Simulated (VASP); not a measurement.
# CdO: single point with PBE+D4

Crystal: CdO.

```
Cd O
1.0
     0.00000    2.36245    2.36245
     2.36245    0.00000    2.36245
     2.36245    2.36245    0.00000
Cd O
1 1
Cartesian
  0.0000 0.0000 0.0000
  2.3624 2.3624 2.3624
```

```
Program                : VASP 6.6.1
Task                   : single point
Functional             : PBE
Dispersion             : D4
Potentials or basis    : VASP PAW PBE potentials, release 64 (Cd_sv_GW, O)
Cutoff                 : 700 eV
k mesh                 : 8 × 8 × 8
Occupations            : gaussian, width 0.05 eV
Spin                   : no spin polarisation
Dipole correction      : no
Further INCAR settings : ALGO = Normal; EDIFF = 1e-06; NBANDS = 20
```

```json
{
  "Pressure": "0.0 GPa",
  "Band gap on the k mesh": "zero (bands 13 and 14 overlap by 0.44 eV)",
  "Dispersion energy per atom": "-0.309 eV"
}
```

Levels at points of the mesh, in eV from the Fermi level:
```
           k point  band 9  band 10  band 11  band 12  band 13  band 14  band 15  band 16  band 17  band 18
(0.00, 0.00, 0.00)   -6.42    -6.42    -1.34    -1.34    -1.34    -0.48    14.47    16.88    16.88    16.88
(0.50, 0.00, 0.00)   -6.19    -6.19    -3.81    -0.04    -0.04     4.39     7.17    11.77    11.77    17.56
(0.50, 0.50, 0.00)   -6.05    -5.76    -4.24    -2.28    -2.28     3.80     8.41    11.13    13.14    13.14
```

It took 26 s on 1 thread of Intel(R) Xeon(R) Platinum 8259CL CPU @ 2.50GHz (Skylake/Cascade Lake) (shared host), peak memory 0.19 GiB.

Caveat: semilocal functionals underestimate gaps, and a narrow one can read as zero.
